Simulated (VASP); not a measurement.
Crystal: Fe.

```xyz
2
Lattice="2.8900 0.0000 0.0000 0.0000 2.8900 0.0000 0.0000 0.0000 2.8900" Properties=species:S:1:pos:R:3 pbc="T T T"
Fe    0.0000    0.0000    0.0000
Fe    1.4450    1.4450    1.4450
```

| Quantity | Value |
| --- | --- |
| Program | VASP 6.6.1 |
| Task | relaxation of volume and atoms at fixed shape |
| Functional | LDA |
| Potentials or basis | VASP PAW LDA potentials, release 64 (Fe) |
| Cutoff | 600 eV |
| k mesh | 9 × 9 × 9 |
| Occupations | fermi-dirac, width 0.05 eV |
| Spin | collinear spin, ferromagnetic start |
| Starting moments | [3.5, 3.5] μB |

At the start: pressure -26.6 GPa; volume 12.07 Å³/atom.

Problem. Where does the relaxation end?

Solution. Over 6 steps the energy falls by 161.0 meV/atom and the volume is 10.36 Å³/atom (-14.2 %); space group Im-3m (No. 229, to 0.1 Å) before and after; moment 3.85 μB per cell.

The path:
| step | energy change (eV) | largest force (eV/Å) | pressure (GPa) | volume (Å³) |
| --- | --- | --- | --- | --- |
| 1 | 0.0000 | 0.0000 | -26.60 | 24.14 |
| 2 | 0.0999 | 0.0000 | 54.67 | 17.79 |
| 3 | -0.3215 | 0.0000 | -1.34 | 20.80 |
| 4 | -0.3220 | 0.0000 | -0.41 | 20.72 |
| 5 | -0.3220 | 0.0000 | 0.35 | 20.65 |
| 6 | -0.3220 | 0.0000 | -0.30 | 20.71 |

Final structure:
```
Fe
1.0
     2.74627    0.00000    0.00000
     0.00000    2.74627    0.00000
     0.00000    0.00000    2.74627
Fe
2
Direct
  0.00000 0.00000 0.00000
  0.50000 0.50000 0.50000
```
